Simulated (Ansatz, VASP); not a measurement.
**Two plane-wave programs on Hf**

```xyz
1
Lattice="0.0054 2.2238 2.2377 2.2171 -0.0098 2.2529 2.1900 2.2120 0.0172" Properties=species:S:1:pos:R:3 pbc="T T T"
Hf   -0.0128    0.0559    0.0249
```

Change from the starting cell: cell strained at random at fixed volume.

Alike in both runs: functional PBE; dispersion D3(BJ); k mesh 8 × 8 × 8; no spin polarisation.

|  | VASP | Ansatz |
| --- | --- | --- |
| version | VASP 6.6.1 | Ansatz 0.2.0 |
| potentials or method | VASP PAW PBE potentials, release 64 (Hf_pv) | JTH PAW LDA |
| plane-wave cutoff (eV) | 520 | 1230 |
| occupations | methfessel-paxton of order 1, width 0.15 eV | cold, width 0.15 eV |
| valence electrons in the cell | 10 | 12 |
| task | single point | band structure |

|  | VASP | Ansatz | Ansatz less VASP |
| --- | --- | --- | --- |
| gap on the k mesh at the Fermi level (eV) | none | none | - |
| pressure (GPa) | -0.8 | 0.0 | +0.79 |
| traceless stress, the component that is largest in VASP (GPa) | 0.79 | 0.81 | +0.025 |

A gap of «none» marks a metal or a gap that the smearing closes. VASP's potentials hold 10 valence electrons a cell and Ansatz's 12, so a difference there can come from the potentials and not from the codes.

Neither program's run includes spin-orbit coupling.
